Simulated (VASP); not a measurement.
# Al2O3 (R-3c) in VASP: vibrations by perturbation theory with PBE

Aim: the vibrations by perturbation theory of Al2O3 with PBE.

All numbers are computed with VASP 6.6.1; they aren't measurements. Logs are shortened: lines on timing, memory, paths and dates and some standing lists are left out, and cuts for length are marked.

### Step 1. The cell of the first run

Symmetry: R-3c, No. 167, trigonal system. Conventional cell: a = 4.809 Å, b = 4.809 Å, c = 13.125 Å, α = 90.00°, β = 90.00°, γ = 120.00°. Al (site symmetry 3) has 6 O at 1.87 to 1.99 Å within 2.5 Å. Within 2.9 Å of O (site symmetry 2) lie 4 Al at 1.87 to 1.99 Å and 12 O at 2.55 to 2.90 Å.

### Step 2. Vibrations by perturbation theory, PBE

INCAR

```
SYSTEM = Al2O3
PREC = Accurate
ENCUT = 520
EDIFF = 1E-8
ISMEAR = 0
SIGMA = 0.01
LREAL = .FALSE.
LASPH = .TRUE.
NELM = 80
ALGO = Normal
ISIF = 2
LWAVE = .FALSE.
LCHARG = .FALSE.
GGA = PE
NBANDS = 35
IBRION = 8
NSW = 1
LEPSILON = .TRUE.
KPAR = 4
```

KPOINTS

```
regular mesh
0
G
  6 6 6
  0 0 0
```

POSCAR

```
Al2O3
1.0
    2.4042988063      1.3881225631      4.3749117470
   -2.4042988063      1.3881225631      4.3749117470
    0.0000000000     -2.7762451261      4.3749117470
Al O
4 6
Direct
    0.1478748935      0.1478748935      0.1478748935
    0.3521251065      0.3521251065      0.3521251065
    0.6478748935      0.6478748935      0.6478748935
    0.8521251065      0.8521251065      0.8521251065
    0.9438371958      0.5561628042      0.2500000000
    0.4438371958      0.7500000000      0.0561628042
    0.5561628042      0.2500000000      0.9438371958
    0.2500000000      0.9438371958      0.5561628042
    0.7500000000      0.0561628042      0.4438371958
    0.0561628042      0.4438371958      0.7500000000
```

Potentials or basis: VASP PAW PBE potentials, release 64 (Al, O).

Run with:

```sh
$ cat potpaw_PBE.64/Al/POTCAR potpaw_PBE.64/O/POTCAR > POTCAR
$ mpirun -np 4 vasp_std > vasp.out
```

OUTCAR:

```text
SYSTEM = Al2O3
   PREC = Accurate
   ENCUT = 520
   EDIFF = 1E-8
   ISMEAR = 0
   LREAL = .FALSE.
   LASPH = .TRUE.
   NELM = 80
   ISIF = 2
   GGA = PE
   IBRION = 8
   NSW = 1
   LEPSILON = .TRUE.

 ion  position               nearest neighbor table
   1  0.148  0.148  0.148-   6 1.87  10 1.87   9 1.87   5 1.99   8 1.99   7 1.99   2 2.68   4 2.82
                             4 2.82   4 2.82   2 3.25   2 3.25   2 3.25
   2  0.352  0.352  0.352-   9 1.87  10 1.87   6 1.87   5 1.99   7 1.99   8 1.99   1 2.68   3 2.82
                             3 2.82   3 2.82   1 3.25   1 3.25   1 3.25
   3  0.648  0.648  0.648-   8 1.87   5 1.87   7 1.87  10 1.99   6 1.99   9 1.99   4 2.68   2 2.82
                             2 2.82   2 2.82   4 3.25   4 3.25   4 3.25
   4  0.852  0.852  0.852-   7 1.87   5 1.87   8 1.87  10 1.99   9 1.99   6 1.99   3 2.68   1 2.82
                             1 2.82   1 2.82   3 3.25   3 3.25   3 3.25
   5  0.944  0.556  0.250-   3 1.87   4 1.87   1 1.99   2 1.99
   6  0.444  0.750  0.056-   1 1.87   2 1.87   3 1.99   4 1.99
   7  0.556  0.250  0.944-   4 1.87   3 1.87   2 1.99   1 1.99
   8  0.250  0.944  0.556-   3 1.87   4 1.87   1 1.99   2 1.99
   9  0.750  0.056  0.444-   2 1.87   1 1.87   4 1.99   3 1.99
  10  0.056  0.444  0.750-   1 1.87   2 1.87   3 1.99   4 1.99

  LATTYP: Found a trigonal (rhomboedric) cell.
 ALAT       =     5.1814466893
 COS(alpha) =     0.5693694773

  Lattice vectors:

 A1 = (   2.4042988063,   1.3881225631,   4.3749117470)
 A2 = (  -2.4042988063,   1.3881225631,   4.3749117470)
 A3 = (   0.0000000000,  -2.7762451261,   4.3749117470)

Analysis of symmetry for initial positions (statically):
=====================================================================
 Subroutine PRICEL returns:
 Original cell was already a primitive cell.

[... 1287 lines left out ...]
  1Z     0.000000   -0.000000  -16.960250   -0.000000    0.000000    8.374549    0.000000    0.000000    4.847939   -0.000000   -0.000000   -4.521785    0.149520   -0.075895    0.827350   -1.739986   -0.245764    1.925832   -0.140487   -0.091541    0.827350   -0.009033    0.167436    0.827350    0.657155    1.629754    1.925832    1.082831   -1.383990    1.925832
  2X    -0.427594    1.282515    0.000000  -18.174333   -0.000845    0.000000    4.892696   -0.000737    0.000000    2.263897   -2.267513   -0.000000    0.881913   -0.183815   -0.168964    1.658021   -0.730699   -0.936573    1.481962    0.012530    0.021073    1.011897    0.434014    0.147891    4.047532   -0.166319    1.957607    2.364009    1.620869   -1.021034
  2Y    -1.282515   -0.427594    0.000000    0.000845  -18.174333   -0.000000    0.000737    4.892696   -0.000000    2.267513    2.263897    0.000000   -0.358968    1.368602   -0.073218   -1.213266    3.721687    1.719719   -0.162623    0.768553    0.182936    0.258862    1.238617   -0.109718   -0.648886    1.332176   -0.048764    1.138301    3.015699   -1.670955
  2Z     0.000000    0.000000    8.374549    0.000000   -0.000000  -16.960250    0.000000   -0.000000   -4.521785   -0.000000    0.000000    4.847939   -0.149520   -0.075895    0.827350   -0.657155    1.629754    1.925832    0.009033    0.167436    0.827350    0.140487   -0.091541    0.827350    1.739986   -0.245764    1.925832   -1.082831   -1.383990    1.925832
  3X     2.263897   -2.267513   -0.000000    4.892696   -0.000737    0.000000  -18.174333   -0.000845    0.000000   -0.427594    1.282515    0.000000    2.364009    1.620869   -1.021034    1.481962    0.012530    0.021073    1.658021   -0.730699   -0.936573    4.047532   -0.166319    1.957607    1.011897    0.434014    0.147891    0.881913   -0.183815   -0.168964
  3Y     2.267513    2.263897    0.000000    0.000737    4.892696   -0.000000    0.000845  -18.174333   -0.000000   -1.282515   -0.427594    0.000000    1.138301    3.015699   -1.670955   -0.162623    0.768553    0.182936   -1.213266    3.721687    1.719719   -0.648886    1.332176   -0.048764    0.258862    1.238617   -0.109718   -0.358968    1.368602   -0.073218
  3Z    -0.000000    0.000000    4.847939    0.000000   -0.000000   -4.521785    0.000000   -0.000000  -16.960250    0.000000    0.000000    8.374549   -1.082831   -1.383990    1.925832    0.009033    0.167436    0.827350   -0.657155    1.629754    1.925832    1.739986   -0.245764    1.925832    0.140487   -0.091541    0.827350   -0.149520   -0.075895    0.827350
  4X     4.892696    0.000737    0.000000    2.263897    2.267513    0.000000   -0.427594   -1.282515   -0.000000  -18.174333    0.000845   -0.000000    2.364009   -1.620869    1.021034    1.011897   -0.434014   -0.147891    4.047532    0.166319   -1.957607    1.658021    0.730699    0.936573    1.481962   -0.012530   -0.021073    0.881913    0.183815    0.168964
  4Y    -0.000737    4.892696   -0.000000   -2.267513    2.263897    0.000000    1.282515   -0.427594    0.000000   -0.000845  -18.174333   -0.000000   -1.138301    3.015699   -1.670955   -0.258862    1.238617   -0.109718    0.648886    1.332176   -0.048764    1.213266    3.721687    1.719719    0.162623    0.768553    0.182936    0.358968    1.368602   -0.073218
  4Z    -0.000000   -0.000000   -4.521785    0.000000    0.000000    4.847939   -0.000000    0.000000    8.374549    0.000000   -0.000000  -16.960250    1.082831   -1.383990    1.925832   -0.140487   -0.091541    0.827350   -1.739986   -0.245764    1.925832    0.657155    1.629754    1.925832   -0.009033    0.167436    0.827350    0.149520   -0.075895    0.827350
  5X     0.882415    0.362154    0.143804    0.882415   -0.362154   -0.143804    2.366175    1.137291   -1.075364    2.366175   -1.137291    1.075364  -16.684744    0.000000   -0.000000    0.809077    0.283707    1.776236    4.432495    1.284085   -0.301490    4.432495   -1.284085    0.301490    0.809077   -0.283707   -1.776236   -0.295581    0.000000    0.000000
  5Y     0.186708    1.366496   -0.074565   -0.186708    1.366496   -0.074565    1.618448    3.016295   -1.384671   -1.618448    3.016295   -1.384671    0.000000  -17.462087    5.108913    0.292097    0.479308    0.794164    1.450578    2.854721   -0.132030   -1.450578    2.854721   -0.132030   -0.292097    0.479308    0.794164   -0.000000    2.028447   -3.514709
  5Z     0.168693   -0.074854    0.830050   -0.168693   -0.074854    0.830050   -1.020065   -1.670138    1.926616    1.020065   -1.670138    1.926616   -0.000000    5.109876  -14.521921    1.573800    1.141043    2.814331   -0.265927   -0.194394   -0.506536    0.265927   -0.194394   -0.506536   -1.573800    1.141043    2.814331   -0.000000   -3.513191    4.393001
  6X     4.047035    0.648003   -1.736842    1.660495   -1.211023   -0.661478    1.483140   -0.160120    0.007327    1.007811   -0.259106   -0.136477    0.811081    0.290940    1.575884  -17.267751    0.336599    4.424449    1.447440   -1.006334   -3.043827    0.312420   -0.005352   -0.200352    2.065021   -0.083716    0.036403    4.433309    1.450108   -0.265087
  6Y     0.166846    1.335435   -0.238957   -0.729866    3.721975    1.623627    0.015325    0.765771    0.161820   -0.434551    1.241100   -0.087255    0.282550    0.477304    1.141184    0.336599  -16.879080   -2.554457   -1.006334    0.285426    1.757355    0.003038    0.975965   -1.935348    0.082777    5.222196    0.327113    1.283616    2.853908   -0.195083
  6Z    -1.956414   -0.048333    1.926616   -0.936349    1.718471    1.926616    0.019521    0.183519    0.830050   -0.149172   -0.108666    0.830050    1.775072    0.792429    2.814331    4.425283   -2.554938  -14.521921   -3.042513    1.756595    4.393001    0.201272   -1.933472    2.814331   -0.035387    0.327497   -0.506536   -0.301314   -0.133102   -0.506536
  7X     1.007811   -0.259106   -0.136477    1.483140   -0.160120    0.007327    1.660495   -1.211023   -0.661478    4.047035    0.648003   -1.736842    4.433309    1.450108   -0.265087    1.447440   -1.006334   -3.043827  -17.267751    0.336599    4.424449    2.065021   -0.083716    0.036403    0.312420   -0.005352   -0.200352    0.811081    0.290940    1.575884
  7Y    -0.434551    1.241100   -0.087255    0.015325    0.765771    0.161820   -0.729866    3.721975    1.623627    0.166846    1.335435   -0.238957    1.283616    2.853908   -0.195083   -1.006334    0.285426    1.757355    0.336599  -16.879080   -2.554457    0.082777    5.222196    0.327113    0.003038    0.975965   -1.935348    0.282550    0.477304    1.141184
  7Z    -0.149172   -0.108666    0.830050    0.019521    0.183519    0.830050   -0.936349    1.718471    1.926616   -1.956414   -0.048333    1.926616   -0.301314   -0.133102   -0.506536   -3.042513    1.756595    4.393001    4.425283   -2.554938  -14.521921   -0.035387    0.327497   -0.506536    0.201272   -1.933472    2.814331    1.775072    0.792429    2.814331
  8X     1.483140    0.160120   -0.007327    1.007811    0.259106    0.136477    4.047035   -0.648003    1.736842    1.660495    1.211023    0.661478    4.433309   -1.450108    0.265087    0.312420    0.005352    0.200352    2.065021    0.083716   -0.036403  -17.267751   -0.336599   -4.424449    1.447440    1.006334    3.043827    0.811081   -0.290940   -1.575884
  8Y    -0.015325    0.765771    0.161820    0.434551    1.241100   -0.087255   -0.166846    1.335435   -0.238957    0.729866    3.721975    1.623627   -1.283616    2.853908   -0.195083   -0.003038    0.975965   -1.935348   -0.082777    5.222196    0.327113   -0.336599  -16.879080   -2.554457    1.006334    0.285426    1.757355   -0.282550    0.477304    1.141184
  8Z    -0.019521    0.183519    0.830050    0.149172   -0.108666    0.830050    1.956414   -0.048333    1.926616    0.936349    1.718471    1.926616    0.301314   -0.133102   -0.506536   -0.201272   -1.933472    2.814331    0.035387    0.327497   -0.506536   -4.425283   -2.554938  -14.521921    3.042513    1.756595    4.393001   -1.775072    0.792429    2.814331
  9X     1.660495    1.211023    0.661478    4.047035   -0.648003    1.736842    1.007811    0.259106    0.136477    1.483140    0.160120   -0.007327    0.811081   -0.290940   -1.575884    2.065021    0.083716   -0.036403    0.312420    0.005352    0.200352    1.447440    1.006334    3.043827  -17.267751   -0.336599   -4.424449    4.433309   -1.450108    0.265087
  9Y     0.729866    3.721975    1.623627   -0.166846    1.335435   -0.238957    0.434551    1.241100   -0.087255   -0.015325    0.765771    0.161820   -0.282550    0.477304    1.141184   -0.082777    5.222196    0.327113   -0.003038    0.975965   -1.935348    1.006334    0.285426    1.757355   -0.336599  -16.879080   -2.554457   -1.283616    2.853908   -0.195083
  9Z     0.936349    1.718471    1.926616    1.956414   -0.048333    1.926616    0.149172   -0.108666    0.830050   -0.019521    0.183519    0.830050   -1.775072    0.792429    2.814331    0.035387    0.327497   -0.506536   -0.201272   -1.933472    2.814331    3.042513    1.756595    4.393001   -4.425283   -2.554938  -14.521921    0.301314   -0.133102   -0.506536
 10X     2.366175   -1.137291    1.075364    2.366175    1.137291   -1.075364    0.882415   -0.362154   -0.143804    0.882415    0.362154    0.143804   -0.295581    0.000000    0.000000    4.432495    1.284085   -0.301490    0.809077    0.283707    1.776236    0.809077   -0.283707   -1.776236    4.432495   -1.284085    0.301490  -16.684744    0.000000   -0.000000
 10Y    -1.618448    3.016295   -1.384671    1.618448    3.016295   -1.384671   -0.186708    1.366496   -0.074565    0.186708    1.366496   -0.074565   -0.000000    2.028447   -3.514709    1.450578    2.854721   -0.132030    0.292097    0.479308    0.794164   -0.292097    0.479308    0.794164   -1.450578    2.854721   -0.132030    0.000000  -17.462087    5.108913
 10Z     1.020065   -1.670138    1.926616   -1.020065   -1.670138    1.926616   -0.168693   -0.074854    0.830050    0.168693   -0.074854    0.830050   -0.000000   -3.513191    4.393001   -0.265927   -0.194394   -0.506536    1.573800    1.141043    2.814331   -1.573800    1.141043    2.814331    0.265927   -0.194394   -0.506536   -0.000000    5.109876  -14.521921

 Eigenvectors and eigenvalues of the dynamical matrix
   1 f  =   21.561450 THz   135.474584 2PiTHz  719.212546 cm-1    89.170951 meV
   2 f  =   21.444232 THz   134.738084 2PiTHz  715.302587 cm-1    88.686178 meV
   3 f  =   21.444232 THz   134.738084 2PiTHz  715.302587 cm-1    88.686178 meV
   4 f  =   19.903936 THz   125.060119 2PiTHz  663.923842 cm-1    82.316028 meV
   5 f  =   18.328454 THz   115.161074 2PiTHz  611.371425 cm-1    75.800362 meV
   6 f  =   18.086235 THz   113.639166 2PiTHz  603.291861 cm-1    74.798624 meV
[... 19 lines left out ...]
  26 f  =   10.784552 THz    67.761338 2PiTHz  359.733930 cm-1    44.601303 meV
  27 f  =    8.587012 THz    53.953786 2PiTHz  286.431879 cm-1    35.513011 meV
  28 f/i=    0.001035 THz     0.006504 2PiTHz    0.034528 cm-1     0.004281 meV
  29 f/i=    0.001035 THz     0.006504 2PiTHz    0.034528 cm-1     0.004281 meV
  30 f/i=    0.004917 THz     0.030894 2PiTHz    0.164010 cm-1     0.020335 meV

 MACROSCOPIC STATIC DIELECTRIC TENSOR IONIC CONTRIBUTION
 ------------------------------------------------------
           6.764574    -0.000000    -0.000000
          -0.000000     6.764574     0.000000
          -0.000000     0.000000     9.112131
 ------------------------------------------------------

 ELASTIC MODULI CONTR FROM IONIC RELAXATION (kBar)
 Direction    XX          YY          ZZ          XY          YZ          ZX
 --------------------------------------------------------------------------------
 XX        -336.2327    151.5256    121.0836     -0.0000    127.2265      0.0000
 YY         151.5256   -336.2327    121.0836      0.0000   -127.2265     -0.0000
 ZZ         121.0836    121.0836   -175.8908     -0.0000     -0.0000     -0.0000
 XY          -0.0000      0.0000     -0.0000   -243.8895      0.0000    127.0438
 YZ         127.2265   -127.2265     -0.0000      0.0000   -140.4651     -0.0000
 ZX           0.0000     -0.0000     -0.0000    127.0438     -0.0000   -139.4120
 --------------------------------------------------------------------------------

 PIEZOELECTRIC TENSOR IONIC CONTR  for field in x, y, z        (C/m^2)
          XX          YY          ZZ          XY          YZ          ZX
  --------------------------------------------------------------------------------
  x    -0.00000    -0.00000     0.00000     0.00000     0.00000    -0.00000
  y     0.00000     0.00000    -0.00000    -0.00000    -0.00000     0.00000
  z     0.00000     0.00000    -0.00000     0.00000    -0.00000    -0.00000
```

Run time: 33 min. Hardware: 4 MPI ranks of Oxide Virtual Turin-like, shared host; peak memory 0.82 GiB.

Results:

```yaml
Electronic_dielectric_tensor_diagonal: 3.27, 3.27, 3.24
Born_charges_mean_of_the_diagonal: Al +2.97; O -1.98 e
Highest_phonon_frequency_at_Γ_LO-TO_splitting_left_out: 719 cm⁻¹
```

Phonon frequencies in cm⁻¹ (negative: imaginary):
```
              q point                                                                                                        frequencies
(0.000, 0.000, 0.000)  0 0 0 286 360 360 364 364 375 396 407 407 416 416 426 426 512 539 539 550 550 552 577 603 603 611 664 715 715 719
```

Electronic dielectric tensor:
```
3.27 0.00 0.00
0.00 3.27 0.00
0.00 0.00 3.24
```

Born effective charge tensors (e):
atom 1, Al
```
 2.98 -0.03  0.00
 0.03  2.98  0.00
 0.00  0.00  2.95
```
atom 2, Al
```
 2.98  0.03  0.00
-0.03  2.98  0.00
 0.00  0.00  2.95
```
atom 3, Al
```
 2.98  0.03  0.00
-0.03  2.98  0.00
 0.00  0.00  2.95
```
atom 4, Al
```
 2.98 -0.03  0.00
 0.03  2.98  0.00
 0.00  0.00  2.95
```
atom 5, O
```
-2.09  0.00  0.00
 0.00 -1.89  0.27
 0.00  0.36 -1.97
```
atom 6, O
```
-1.94 -0.09  0.23
-0.09 -2.04 -0.13
 0.31 -0.18 -1.97
```
atom 7, O
```
-1.94 -0.09  0.23
-0.09 -2.04 -0.13
 0.31 -0.18 -1.97
```
atom 8, O
```
-1.94  0.09 -0.23
 0.09 -2.04 -0.13
-0.31 -0.18 -1.97
```
atom 9, O
```
-1.94  0.09 -0.23
 0.09 -2.04 -0.13
-0.31 -0.18 -1.97
```
atom 10, O
```
-2.09  0.00  0.00
 0.00 -1.89  0.27
 0.00  0.36 -1.97
```
